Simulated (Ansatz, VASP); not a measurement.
In3Se in VASP and in Ansatz

```xyz
4
Lattice="4.8038 0.0000 0.0000 0.0000 4.8038 0.0000 0.0000 0.0000 4.8038" Properties=species:S:1:pos:R:3 pbc="T T T"
In    0.0000    2.4019    2.4019
In    2.4019    0.0000    2.4019
In    2.4019    2.4019    0.0000
Se    0.0000    0.0000    0.0000
```

Alike in both runs: task single point; functional PBEsol; k mesh 14 × 14 × 14; occupations gaussian, width 0.1 eV; no spin polarisation.

|  | VASP | Ansatz |
| --- | --- | --- |
| version | VASP 6.6.1 | Ansatz 0.2.0 |
| potentials or method | VASP PAW PBE potentials, release 64 (In_d, Se), cutoff 520 eV | scalar-relativistic, plane waves, PAW |
| valence electrons in the cell | 45 | 55 |

|  | VASP | Ansatz | Ansatz less VASP |
| --- | --- | --- | --- |
| gap on the k mesh at the Fermi level (eV) | none | none | - |
| pressure (GPa) | -3.0 | -3.0 | +0.02 |

VASP's potentials were made for PBE, not for PBEsol. A gap of «none» marks a metal or a gap that the smearing closes. VASP's potentials hold 45 valence electrons a cell and Ansatz's 55, so a difference there can come from the potentials and not from the codes.
